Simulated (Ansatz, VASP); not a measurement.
# TlSn in VASP and in Ansatz

Contents of INCAR:

```
SYSTEM = TlSn
ALGO = Normal ; EDIFF = 1E-8
ENCUT = 520 ; ISIF = 2
ISMEAR = -1 ; LASPH = .TRUE.
LCHARG = .FALSE. ; LEFG = .TRUE.
LREAL = .FALSE. ; LWAVE = .FALSE.
NBANDS = 20 ; NELM = 60
PREC = Accurate ; SIGMA = 0.08
```

The input KPOINTS:

```
k-points
0
G
  9 9 8
  0 0 0
```

Contents of POSCAR:

```
TlSn
1.0
    3.5904692024      0.0000000000      0.0000000000
    0.0000000000      3.5904692024      0.0000000000
    0.0000000000      0.0000000000      4.3456366992
Tl Sn
1 1
Direct
    0.0000000000      0.0000000000      0.0000000000
    0.5000000000      0.5000000000      0.5000000000
```

Input for Ansatz:

```yaml
crystal:
  lattice:
    - [3.5904692024, 0.0, 0.0]
    - [0.0, 3.5904692024, 0.0]
    - [0.0, 0.0, 4.3456366992]
  atoms:
    - { symbol: Tl, position: [0.0, 0.0, 0.0] }
    - { symbol: Sn, position: [0.5, 0.5, 0.5] }
kpoints:
  mp_grid: { grid: [9, 9, 8] }
scf:
  occupations: { method: fermi_dirac, width: 0.08 }
hamiltonian:
  xc: lda
  pseudopotentials: { kind: paw }
output:
  forces: true
  stress: true
  eigenvalues: true
  efg: { contact_densities: true }
```

Change from the starting cell: volume scaled by 0.98, PAW files.

Alike in both runs: task electric field gradients; functional LDA; k mesh 9 × 9 × 8; occupations fermi-dirac, width 0.08 eV; no spin polarisation.

|  | VASP | Ansatz |
| --- | --- | --- |
| version | VASP 6.6.1 | Ansatz 0.2.0 |
| potentials or method | VASP PAW LDA potentials, release 64 (Tl_d, Sn_d) | PAW with Ansatz's default frozen-core files, scalar-relativistic |
| plane-wave cutoff (eV) | 520 | 420 |
| valence electrons in the cell | 27 | 27 |

```csv
,VASP,Ansatz,Ansatz less VASP
pressure (GPa),-2.5,-2.6,-0.03
"traceless stress, the component that is largest in VASP (GPa)",0.46,0.46,+0.003
size of Vzz on the site where it differs most (V/Å²),10.0,8.5,-1.43
```

LDA's correlation is that of Perdew and Zunger in VASP and of Perdew and Wang (1992) in Ansatz.

Neither program's run includes spin-orbit coupling.
